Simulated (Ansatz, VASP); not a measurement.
## GaAs in VASP and in Ansatz

The input INCAR:

```
SYSTEM = GaAs
  ALGO = Normal
  EDIFF = 1E-6
  ENCUT = 520
  GGA = PE
  ISIF = 2
  ISMEAR = -1
  LASPH = .TRUE.
  LCHARG = .FALSE.
  LREAL = .FALSE.
  LWAVE = .FALSE.
  NBANDS = 16
  NELM = 60
  PREC = Accurate
  SIGMA = 0.02
```

File KPOINTS:

```
k-points
0
G
  8 8 8
  0 0 0
```

The input POSCAR:

```
GaAs
1.0
    0.0000000000      2.8330831922      2.8330831922
    2.8330831922      0.0000000000      2.8330831922
    2.8330831922      2.8330831922      0.0000000000
Ga As
1 1
Direct
    0.0000000000      0.0000000000      0.0000000000
    0.2500000000      0.2500000000      0.2500000000
```

Input for Ansatz:

```yaml
crystal:
  lattice:
    - [0.0, 2.8330831922, 2.8330831922]
    - [2.8330831922, 0.0, 2.8330831922]
    - [2.8330831922, 2.8330831922, 0.0]
  atoms:
    - { symbol: Ga, position: [0.0, 0.0, 0.0] }
    - { symbol: As, position: [0.25, 0.25, 0.25] }
kpoints:
  mp_grid: { grid: [8, 8, 8] }
  band_path:
    path:
      - [[0.0, 0.0, 0.0], [-0.5, -0.5, 0.0], [-0.375, -0.375, 0.25]]
      - [[-0.375, 0.0, 0.375], [0.0, 0.0, 0.0], [0.0, 0.0, 0.5], [-0.5, -0.25, 0.25], [-0.5, -0.5, 0.0]]
    npoints: 10
hamiltonian:
  xc: pbe
scf:
  occupations: { method: fermi_dirac, width: 0.02 }
  n_extra_bands: 4
output:
  forces: true
  stress: true
  eigenvalues: true
```

Alike in both runs: task single point; functional PBE; k mesh 8 × 8 × 8; occupations fermi-dirac, width 0.02 eV; no spin polarisation.

|  | VASP | Ansatz |
| --- | --- | --- |
| version | VASP 6.6.1 | Ansatz 0.2.0 |
| potentials or method | VASP PAW PBE potentials, release 64 (Ga_d, As) | plane waves, PAW |
| plane-wave cutoff (eV) | 520 | 420 |
| valence electrons in the cell | 18 | 28 |

|  | VASP | Ansatz | Ansatz less VASP |
| --- | --- | --- | --- |
| pressure (GPa) | 2.9 | 2.8 | -0.17 |

With one functional, cell and mesh, what is left measures potentials, basis and numerics. VASP's potentials hold 18 valence electrons a cell and Ansatz's 28, so a difference there can come from the potentials and not from the codes.
